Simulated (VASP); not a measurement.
Write the native input for VASP 6.6.1 that does the following.

```
Task                   : relaxation of shape and atoms at fixed volume
Functional             : PBE
Potentials or basis    : VASP PAW PBE potentials, release 64 (Ta_pv)
Cutoff                 : 600 eV
k mesh                 : 17 × 17 × 17
Occupations            : fermi-dirac, width 0.1 eV
Spin                   : no spin polarisation
Dipole correction      : no
Further INCAR settings : ALGO = Normal; EDIFF = 1e-06; IBRION = 2; EDIFFG = -0.005; NSW = 50; ISIF = 4
```

The structure of Ta lies in POSCAR:

```
Ta
1.0
   -2.1264117106      2.1264117106      1.1318686814
    2.1264117106     -2.1264117106      1.1318686814
    2.1264117106      2.1264117106     -1.1318686814
Ta
2
Direct
   -0.3750000000     -0.1250000000     -0.2500000000
    0.3750000000      0.1250000000      0.2500000000
```

One way to write it, as run:

INCAR

```
  PREC = Accurate
  ENCUT = 600
  EDIFF = 1E-6
  ISMEAR = -1
  SIGMA = 0.1
  LREAL = F
  LASPH = T
  NELM = 60
  ALGO = Normal
  ISIF = 4
  LWAVE = F
  LCHARG = F
  GGA = PE
  IBRION = 2
  NSW = 50
  EDIFFG = -0.005
```

KPOINTS

```
regular mesh
0
Gamma
  17 17 17
```

Potentials or basis: VASP PAW PBE potentials, release 64 (Ta_pv).

Command:

```bash
$ cat potpaw_PBE.64/Ta_pv/POTCAR > POTCAR
$ mpirun -np 1 vasp_std > vasp.out
```

Results of the run:

| Property | Result |
| --- | --- |
| Energy gained by relaxing | 18.0 meV/atom |
| Ionic steps | 16 |
| Pressure after relaxing | 381.3 GPa |
| Band gap on the k mesh | zero (bands 11 and 12 overlap by 3.05 eV) |

Caveat: spin-orbit coupling is left out, which moves the levels of the heavy elements.

It took 10 min on 1 thread of Intel(R) Xeon(R) Platinum 8375C CPU @ 2.90GHz (Ice Lake), on a shared host, peak memory 0.29 GiB.
